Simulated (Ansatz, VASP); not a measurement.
**Zr4Nb in VASP and in Ansatz**

INCAR

```
ALGO = Normal
DIPOL = 0.5 0.5 0.500
EDIFF = 1E-7
ENCUT = 520
GGA = PE
IDIPOL = 3
ISIF = 2
ISMEAR = -1
LASPH = True
LCHARG = True
LDIPOL = True
LELF = True
LREAL = False
LVACPOTAV = True
LVHAR = True
LWAVE = False
NBANDS = 38
NELM = 80
PREC = Accurate
SIGMA = 0.08
```

The input KPOINTS:

```
k-points
0
Gamma
  15 15 1
```

The input POSCAR:

```
Zr4Nb
1.0
    3.2310992957      0.0000000000      0.0000000000
   -1.6155496478      2.7982140722      0.0000000000
    0.0000000000      0.0000000000     26.3503000000
Nb Zr
1 4
Direct
    0.0000000000      0.0000000000      0.3077549329
    0.3333333333      0.6666666667      0.3996974088
    0.0000000000      0.0000000000      0.5000000133
    0.3333333333      0.6666666667      0.6003025912
    0.0000000000      0.0000000000      0.6922450535
```

Input for Ansatz:

```yaml
crystal:
  lattice:
    - [3.2310992957, 0.0, 0.0]
    - [-1.6155496478, 2.7982140722, 0.0]
    - [0.0, 0.0, 26.3503]
  atoms:
    - { symbol: Nb, position: [0.0, 0.0, 0.3077549329] }
    - { symbol: Zr, position: [0.3333333333, 0.6666666667, 0.3996974088] }
    - { symbol: Zr, position: [0.0, 0.0, 0.5000000133] }
    - { symbol: Zr, position: [0.3333333333, 0.6666666667, 0.6003025912] }
    - { symbol: Zr, position: [0.0, 0.0, 0.6922450535] }
kpoints:
  mp_grid: { grid: [15, 15, 1] }
scf:
  occupations: { method: fermi_dirac, width: 0.08 }
hamiltonian:
  xc: pbe
  pseudopotentials: { kind: all_electron, lapw: { basis_error: 0.001 } }
output:
  forces: true
  stress: true
  eigenvalues: true
efield:
  axis: 3
  amplitude: 0
  dipole_correction: true
```

Alike in both runs: task single point; functional PBE; k mesh 15 × 15 × 1; occupations fermi-dirac, width 0.08 eV; no spin polarisation.

|  | VASP | Ansatz |
| --- | --- | --- |
| version | VASP 6.6.1 | Ansatz 0.2.0 |
| potentials or method | VASP PAW PBE potentials, release 64 (Nb_sv, Zr_sv), cutoff 520 eV | all-electron LAPW, scalar-relativistic |

|  | VASP | Ansatz | Ansatz less VASP |
| --- | --- | --- | --- |
| rms of the force components (eV/Å) | 0.187 | 0.185 | -0.0021 |

Atom by atom the forces differ by 0.002 eV/Å (rms over components). Ansatz ran all-electron here, and VASP with PAW potentials. Ansatz's warnings: vacuum below fermi.
